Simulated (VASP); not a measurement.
A run of VASP 6.6.1 is set up as follows.

POSCAR

```
BiTe
1.0
    0.0000000000      3.2984474805      3.2984474805
    3.2984474805      0.0000000000      3.2984474805
    3.2984474805      3.2984474805      0.0000000000
Bi Te
1 1
Direct
    0.0000000000      0.0000000000      0.0000000000
    0.5000000000      0.5000000000      0.5000000000
```

INCAR.step1

```
ALGO = Normal ; EDIFF = 1E-5
ENCUT = 520 ; GGA = PE
ISIF = 2 ; ISMEAR = -1
LASPH = True ; LREAL = False
LWAVE = True ; NBANDS = 18
NELM = 100 ; PREC = Accurate
SIGMA = 0.05
```

The input INCAR.step2:

```
ALGO = Normal ; EDIFF = 1E-7
ENCUT = 520 ; GGA = PE
HFSCREEN = 0.2079 ; ISIF = 2
ISMEAR = -1 ; ISTART = 1
LASPH = True ; LCHARG = True
LELF = True ; LHFCALC = True
LREAL = False ; LVHAR = True
LWAVE = False ; NBANDS = 18
NELM = 100 ; PREC = Accurate
PRECFOCK = Normal ; SIGMA = 0.05
```

File KPOINTS:

```
k-points
0
Gamma
  4 4 4
```

Potentials or basis: VASP PAW PBE potentials, release 64 (Bi_d, Te).

The run is started by

```sh
$ cat potpaw_PBE.64/Bi_d/POTCAR potpaw_PBE.64/Te/POTCAR > POTCAR
$ cp INCAR.step1 INCAR
$ mpirun -np 1 vasp_std > vasp.out
$ cp INCAR.step2 INCAR
$ mpirun -np 1 vasp_std > vasp.out
```

Task: What does it give for the pressure?

Result: -3.7 GPa.

Caveat: the k points lie up to 0.41 Å⁻¹ apart; the PAW data sets were made with another functional, which shifts forces and pressure a little.
